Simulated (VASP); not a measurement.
# Rh (I4/mmm) in VASP: single point with HSE06

Aim: the single point of Rh with HSE06.

Everything below comes from runs of VASP 6.6.1. Logs are shortened: lines on timing, memory, paths and dates and some standing lists are left out, and cuts for length are marked.

## Step 1: The cell of the first run

The structure is tetragonal, space group I4/mmm (No. 139). Conventional cell: a = 3.163 Å, b = 3.163 Å, c = 2.604 Å, α = 90.00°, β = 90.00°, γ = 90.00°. Rh (site symmetry 4/mmm) has 14 Rh at 2.59 to 3.16 Å within 3.4 Å.

## Step 2: Single point, HSE06

Input file POSCAR:

```
Rh
1.0
   -1.5815130000      1.5815130000      1.3021390000
    1.5815130000     -1.5815130000      1.3021390000
    1.5815130000      1.5815130000     -1.3021390000
Rh
1
Direct
    0.0000000000      0.0000000000      0.0000000000
```

Input file INCAR.step1:

```
SYSTEM = Rh
  ALGO = Normal
  EDIFF = 1E-5
  ENCUT = 460
  GGA = PE
  GGA_COMPAT = .FALSE.
  ISIF = 2
  ISMEAR = -1
  LASPH = .TRUE.
  LREAL = .FALSE.
  LWAVE = .TRUE.
  NBANDS = 14
  NELM = 120
  PREC = Accurate
  SIGMA = 0.1
```

Input file INCAR.step2:

```
SYSTEM = Rh
  ALGO = Normal
  EDIFF = 1E-6
  ENCUT = 460
  GGA = PE
  GGA_COMPAT = .FALSE.
  HFSCREEN = 0.2079
  ISIF = 2
  ISMEAR = -1
  ISTART = 1
  LASPH = .TRUE.
  LCHARG = .TRUE.
  LELF = .TRUE.
  LHFCALC = .TRUE.
  LREAL = .FALSE.
  LVHAR = .TRUE.
  LWAVE = .FALSE.
  NBANDS = 14
  NELM = 120
  PREC = Accurate
  PRECFOCK = Normal
  SIGMA = 0.1
```

Input file KPOINTS:

```
k-points
0
G
  6 6 6
  0 0 0
```

Potentials or basis: VASP PAW PBE potentials, release 64 (Rh_sv_GW).

On the command line:

```bash
$ cat potpaw_PBE.64/Rh_sv_GW/POTCAR > POTCAR
$ cp INCAR.step1 INCAR
$ mpirun -np 1 vasp_std > vasp.out
$ cp INCAR.step2 INCAR
$ mpirun -np 1 vasp_std > vasp.out
```

OUTCAR:

```text
SYSTEM = Rh
   EDIFF = 1E-6
   ENCUT = 460
   GGA = PE
   HFSCREEN = 0.2079
   ISIF = 2
   ISMEAR = -1
   ISTART = 1
   LASPH = .TRUE.
   LHFCALC = .TRUE.
   LREAL = .FALSE.
   NELM = 120
   PREC = Accurate
   PRECFOCK = Normal

 ion  position               nearest neighbor table
   1  0.000  0.000  0.000-

  LATTYP: Found a body centered tetragonal cell.
 ALAT       =     3.1630260000
 C/A-ratio  =     0.8233501716

  Lattice vectors:

 A1 = (  -1.5815130000,   1.5815130000,   1.3021390000)
 A2 = (   1.5815130000,  -1.5815130000,   1.3021390000)
 A3 = (   1.5815130000,   1.5815130000,  -1.3021390000)

Analysis of symmetry for initial positions (statically):
=====================================================================
 Subroutine PRICEL returns:
 Original cell was already a primitive cell.

 Routine SETGRP: Setting up the symmetry group for a
 body centered tetragonal supercell.

 Subroutine GETGRP returns: Found 16 space group operations
 (whereof 16 operations were pure point group operations)
 out of a pool of 16 trial point group operations.

The static configuration has the point symmetry D_4h.

Analysis of symmetry for dynamics (positions and initial velocities):
=====================================================================
 Subroutine PRICEL returns:
 Original cell was already a primitive cell.

 Routine SETGRP: Setting up the symmetry group for a
 body centered tetragonal supercell.

 Subroutine GETGRP returns: Found 16 space group operations
 (whereof 16 operations were pure point group operations)
 out of a pool of 16 trial point group operations.

The dynamic configuration has the point symmetry D_4h.

 Subroutine INISYM returns: Found 16 space group operations
 (whereof 16 operations are pure point group operations),
 and found     1 'primitive' translations

----------------------------------------------------------------------------------------

                                     Primitive cell

  volume of cell :      13.0276

  direct lattice vectors                    reciprocal lattice vectors
    -1.581513000  1.581513000  1.302139000     0.000000000  0.316152950  0.383983584
     1.581513000 -1.581513000  1.302139000     0.316152950  0.000000000  0.383983584
     1.581513000  1.581513000 -1.302139000     0.316152950  0.316152950  0.000000000

  length of vectors
     2.588036459  2.588036459  2.588036459     0.497389264  0.497389264  0.447107789

  position of ions in fractional coordinates (direct lattice)
     0.000000000  0.000000000  0.000000000

  ion indices of the primitive-cell ions
   primitive index   ion index
                 1           1

----------------------------------------------------------------------------------------

 KPOINTS: k-points

Automatic generation of k-mesh.
 Grid dimensions read from file:
 generate k-points for:    6    6    6

 Generating k-lattice:

  Cartesian coordinates                     Fractional coordinates (reciprocal lattice)
     0.000000000  0.052692158  0.063997264     0.166666667 -0.000000000  0.000000000
     0.052692158  0.000000000  0.063997264    -0.000000000  0.166666667  0.000000000
     0.052692158  0.052692158  0.000000000     0.000000000  0.000000000  0.166666667

  Length of vectors
     0.082898211  0.082898211  0.074517965

  Shift w.r.t. Gamma in fractional coordinates (k-lattice)
     0.000000000  0.000000000  0.000000000

 Subroutine IBZKPT returns following result:
 ===========================================

 Found     30 irreducible k-points:

 Following reciprocal coordinates:
            Coordinates               Weight
  0.000000  0.000000  0.000000      1.000000
  0.166667  0.000000 -0.000000      8.000000
  0.333333  0.000000 -0.000000      8.000000
  0.500000  0.000000 -0.000000      4.000000
  0.166667  0.166667 -0.000000      8.000000
  0.333333  0.166667 -0.000000     16.000000
[... 16 lines left out ...]
 -0.333333 -0.333333  0.166667      8.000000
 -0.166667 -0.333333  0.166667      8.000000
 [... further k-points ...]
   k-points           NKPTS =     30   k-points in BZ     NKDIM =    216   number of bands    NBANDS=     14
   number of dos      NEDOS =    301   number of ions     NIONS =      1
   total plane-waves  NPLWV =   5832
   dimension x,y,z NGX =    18 NGY =   18 NGZ =   18
   dimension x,y,z NGXF=    36 NGYF=   36 NGZF=   36
   ions per type =               1
   NGX,Y,Z   is equivalent  to a cutoff of  11.56, 11.56, 11.56 a.u.
   NGXF,Y,Z  is equivalent  to a cutoff of  23.13, 23.13, 23.13 a.u.
 SYSTEM =  Rh
   PREC   = accura    normal or accurate (medium, high low for compatibility)
   ISTART =      1    job   : 0-new  1-cont  2-samecut
   ICHARG =      0    charge: 1-file 2-atom 10-const
   ISPIN  =      1    spin polarized calculation?
   LNONCOLLINEAR =      F non collinear calculations
   LSORBIT =      F    spin-orbit coupling
   LASPH  =      T    aspherical Exc in radial PAW
   ENCUT  =  460.0 eV  33.81 Ry    5.81 a.u.   4.53  4.53  4.53*2*pi/ulx,y,z
   NELM   =    120;   NELMIN=  2; NELMDL=  0     # of ELM steps
   EDIFF  = 0.1E-05   stopping-criterion for ELM
   LREAL  =      F    real-space projection
   EDIFFG = 0.1E-04   stopping-criterion for IOM
   NSW    =      0    number of steps for IOM
   IBRION =     -1    ionic relax: 0-MD 1-quasi-New 2-CG
   NFREE  =      0    steps in history (QN), initial steepest desc. (CG)
   ISIF   =      2    stress and relaxation
   ISYM   =      3    0-nonsym 1-usesym 2-fastsym
   POTIM  = 0.5000    time-step for ionic-motion
   TEBEG  =    0.0;   TEEND  =   0.0 temperature during run
   PSTRESS=    0.0 pullay stress
   NELECT =      17.0000    total number of electrons
   NUPDOWN=      -1.0000    fix difference up-down
   EMIN   =  10.00;   EMAX   =-10.00  energy-range for DOS
   EFERMI =   0.00;   METHOD = LEGACY
   ISMEAR =    -1;   SIGMA  =   0.10  broadening in eV -4-tet -1-fermi 0-gaus
   EFERMI_NEDOS =   21; number of points for ismear=-14 and -15
   IALGO  =     38    algorithm
   IMIX   =      1    mixing-type and parameters
     AMIX     =   0.40;   BMIX     =  1.00
     AMIX_MAG =   1.60;   BMIX_MAG =  1.00
  volume/ion in A,a.u.               =      13.03        87.91
  Fermi-wavevector in a.u.,A,eV,Ry     =   1.788972  3.380667 43.544363  3.200420
  Thomas-Fermi vector in A             =   2.852040
   LORBIT       =      0    0 simple, 1 ext, 2 COOP (PROOUT), +10 PAW based schemes
   GGA     = PE    functional components
   LHFCALC =     T    Hartree Fock is set to
   PRECFOCK=normal    Normal, Fast or Accurate (Low or Medium for compatibility)
   ENCUT4O =  -1.0   cutoff for four orbital integrals eV
   NKREDX  =     1    reduce k-point grid by
   NKREDY  =     1    reduce k-point grid by
   NKREDZ  =     1    reduce k-point grid by
   AEXX    =    0.2500 exact exchange contribution
   HFSCREEN=    0.2079 screening length (either q_TF or 0.3 A-1)
   HFSCREENC=   0.2079 screening length for correlation (either q_TF or 0.3 A-1)
   ENCUTFOCK=  -1.0 apply spherical cutoff to Coloumb kernel
   IVDW    =     0    specifies the selected vdW correction
   LEPSILON=     F    determine dielectric tensor
   LRPA    =     F    only Hartree local field effects (RPA)
 non-spin polarized calculation
  energy-cutoff  :      460.00
  volume of cell :       13.03
 maximum number of plane-waves:       305
  NGX = 14; NGY = 14; NGZ = 14

 number of electron      17.0000000 magnetization

 Free energy of the ion-electron system (eV)
  ---------------------------------------------------
  ext. energy  EPLUGINS =         0.00000000
  ---------------------------------------------------
  free energy    TOTEN  =        -6.11437466 eV

  energy without entropy =       -6.07827252  energy(sigma->0) =       -6.09632359

 E-fermi :  11.2039     XC(G=0): -11.6969

 val. band max:       11.1771465140   @ k =   0.3333   0.0000  -0.0000
 cond. band min:      11.2650127640   @ k =  -0.3333   0.3333   0.3333
 fundamental gap:      0.0878662499
 Fermi energy:        11.2038533236

 k-point     1 :       0.0000    0.0000    0.0000
  band No.  band energies     occupation
      1     -72.1281      2.00000
      2     -38.1624      2.00000
      3     -37.9516      2.00000
      4     -37.9516      2.00000
      5       2.2980      2.00000
      6       6.2251      2.00000
      7       8.3138      2.00000
      8       8.3360      2.00000
      9       8.3360      2.00000
     10      10.8026      1.96448
     11      29.5204      0.00000
     12      29.5204      0.00000
     13      34.4343      0.00000
     14      41.9695      0.00000

 k-point     2 :       0.1667    0.0000   -0.0000
  band No.  band energies     occupation
      1     -72.0760      2.00000
      2     -38.4195      2.00000
      3     -38.0392      2.00000
      4     -38.0268      2.00000
      5       3.6673      2.00000
      6       6.3480      2.00000
      7       7.7741      2.00000
      8       8.6097      2.00000
      9       9.2230      2.00000
     10      10.3082      1.99974
     11      30.8678      0.00000
     12      31.6819      0.00000
     13      32.1590      0.00000
     14      38.5183      0.00000

 k-point     3 :       0.3333    0.0000   -0.0000
  band No.  band energies     occupation
      1     -71.9705      2.00000
      2     -38.9685      2.00000
      3     -38.2128      2.00000
      4     -38.1186      2.00000
      5       4.3023      2.00000
      6       5.3699      2.00000
      7       9.7176      2.00000
      8      10.0023      1.99999
      9      11.1771      1.13275
     10      11.3108      0.51095
     11      27.2635      0.00000
     12      29.4374      0.00000
     13      33.3022      0.00000
     14      36.6353      0.00000
[... 324 lines left out ...]
 k-point    23 :      -0.3333   -0.3333    0.1667
  band No.  band energies     occupation
      1     -71.8846      2.00000
      2     -39.0337      2.00000
      3     -38.5594      2.00000
      4     -38.3368      2.00000
      5       5.4138      2.00000
      6       5.8072      2.00000
      7       7.5785      2.00000
      8       8.9046      2.00000
      9      12.4392      0.00001
     10      20.4646      0.00000
     11      23.8373      0.00000
     12      24.4453      0.00000
     13      31.9568      0.00000
     14      32.8879      0.00000

 k-point    24 :      -0.1667   -0.3333    0.1667
  band No.  band energies     occupation
      1     -71.9215      2.00000
      2     -39.0858      2.00000
      3     -38.3034      2.00000
      4     -38.2612      2.00000
      5       5.2619      2.00000
      6       6.2528      2.00000
      7       7.4439      2.00000
      8       9.0393      2.00000
      9      10.7083      1.98601
     10      15.6299      0.00000
     11      27.2626      0.00000
     12      29.0173      0.00000
     13      31.6074      0.00000
     14      34.5072      0.00000

 [... further k-points ...]
[... 5 lines left out ...]
  --------------------------------------------------------------------------------------
  -------------------------------------------------------------------------------------
  Total        1.5437875      1.5437875      1.1261810      0.0000000      0.0000000      0.0000000
  in kB      189.8607674    189.8607674    138.5019601      0.0000000      0.0000000      0.0000000
  external PRESSURE =     172.7411649 kB  Pullay stress =       0.0000000 kB

 VOLUME and BASIS-vectors are now :
 -----------------------------------------------------------------------------
  energy-cutoff  :      460.00
  volume of cell :       13.03
      direct lattice vectors                 reciprocal lattice vectors
    -1.581513000  1.581513000  1.302139000     0.000000000  0.316152950  0.383983584
     1.581513000 -1.581513000  1.302139000     0.316152950  0.000000000  0.383983584
     1.581513000  1.581513000 -1.302139000     0.316152950  0.316152950  0.000000000

 POSITION                                       TOTAL-FORCE (eV/Angst)
 -----------------------------------------------------------------------------------
      0.00000      0.00000      0.00000        -0.000000     -0.000000      0.000000
 -----------------------------------------------------------------------------------
    total drift:                               -0.000000      0.000000      0.000001

  FREE ENERGIE OF THE ION-ELECTRON SYSTEM (eV)
  ---------------------------------------------------
  free  energy   TOTEN  =        -6.1143746603 eV

  energy  without entropy=       -6.0782725216  energy(sigma->0) =       -6.09632359
```

It took 23 min on 1 thread of Intel Xeon Platinum 8259CL at 2.50GHz (Skylake/Cascade Lake), shared host; peak memory 0.23 GiB.

What came out:

| Property | Result |
| --- | --- |
| Free energy | -6.1144 eV |
| Pressure | 17.3 GPa |
| Band gap on the k mesh | zero (an odd number of electrons rules out a gap without spin polarisation) |

Stress tensor (GPa, compression positive):
```
18.99  0.00  0.00
 0.00 18.99  0.00
 0.00  0.00 13.85
```

Levels at points of the mesh, in eV from the Fermi level:
| k point | band 4 | band 5 | band 6 | band 7 | band 8 | band 9 | band 10 | band 11 | band 12 | band 13 |
| --- | --- | --- | --- | --- | --- | --- | --- | --- | --- | --- |
| (0.00, 0.00, 0.00) | -49.16 | -8.91 | -4.98 | -2.89 | -2.87 | -2.87 | -0.40 | 18.32 | 18.32 | 23.23 |
| (0.50, 0.00, 0.00) | -49.36 | -7.50 | -6.38 | -1.57 | 1.38 | 1.93 | 2.41 | 12.48 | 15.42 | 18.83 |
| (0.50, 0.50, 0.00) | -49.11 | -7.27 | -3.99 | -2.86 | -1.50 | 0.60 | 1.75 | 10.06 | 17.15 | 24.10 |
| (0.50, 0.50, 0.50) | -49.82 | -7.76 | -7.59 | 1.12 | 1.12 | 2.08 | 8.76 | 8.76 | 15.62 | 19.40 |

Caveat: the k points lie up to 0.52 Å⁻¹ apart, too coarse for converged energies and pressures of a metal; the PAW data sets were made with another functional, which shifts forces and pressure a little.

The gap in the log of VASP goes by the Fermi energy; the results here count the filled bands.